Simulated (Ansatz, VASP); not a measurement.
This is a calculation of Cu for VASP 6.6.1.

POSCAR

```
Cu
1.0
   -1.4617796199      1.4617796199      1.3941898615
    1.4617796199     -1.4617796199      1.3941898615
    1.4617796199      1.4617796199     -1.3941898615
Cu
1
Direct
    0.0000000000      0.0000000000      0.0000000000
```

The input INCAR.step1:

```
SYSTEM = Cu
PREC = Accurate
ENCUT = 520
EDIFF = 1E-5
ISMEAR = -1
SIGMA = 0.05
LREAL = .False.
LASPH = .True.
NELM = 60
ALGO = Normal
ISIF = 2
LWAVE = .True.
GGA = PE
NBANDS = 12
```

File INCAR.step2:

```
SYSTEM = Cu
PREC = Accurate
ENCUT = 520
EDIFF = 1E-7
ISMEAR = -1
SIGMA = 0.05
LREAL = .False.
LASPH = .True.
NELM = 60
ALGO = Normal
ISIF = 2
LWAVE = .False.
LCHARG = .True.
GGA = PE
LHFCALC = .True.
HFSCREEN = 0.2079
PRECFOCK = Normal
LELF = .True.
LVHAR = .True.
ISTART = 1
NBANDS = 12
```

The input KPOINTS:

```
regular mesh
0
Gamma
  8 8 8
  0 0 0
```

Potentials or basis: VASP PAW PBE potentials, release 64 (Cu).

Launch:

```sh
$ cat potpaw_PBE.64/Cu/POTCAR > POTCAR
$ cp INCAR.step1 INCAR
$ mpirun -np 1 vasp_std > vasp.out
$ cp INCAR.step2 INCAR
$ mpirun -np 1 vasp_std > vasp.out
```

Set up the same calculation for Ansatz 0.2.0. Potentials there: Ansatz PAW.

As run (the cutoff follows the program's own potentials):

The input input:

```
crystal:
  lattice:
    - [-1.4617796199, 1.4617796199, 1.3941898615]
    - [1.4617796199, -1.4617796199, 1.3941898615]
    - [1.4617796199, 1.4617796199, -1.3941898615]
  atoms:
    - { symbol: Cu, position: [0.0, 0.0, 0.0] }
hamiltonian:
  xc: hse06
  pseudopotentials: { kind: paw }
kpoints:
  mp_grid: { grid: [8, 8, 8] }
scf:
  occupations: { method: fermi_dirac, width: 0.05 }
output:
  forces: true
  stress: true
  eigenvalues: true
```

Both were run:

|  | VASP | Ansatz | Ansatz less VASP |
| --- | --- | --- | --- |
| gap on the k mesh at the Fermi level (eV) | none | none | - |
| pressure (GPa) | 1.9 | 1.4 | -0.49 |
| traceless stress, the component that is largest in VASP (GPa) | -0.34 | -0.32 | +0.026 |

A gap of «none» marks a metal or a gap that the smearing closes. The functional is the same, so the differences come from potentials, cutoffs and numerics. VASP's potentials hold 11 valence electrons a cell and Ansatz's 19, so a difference there can come from the potentials and not from the codes.

The k mesh is coarse, so the values compare programs but aren't converged.
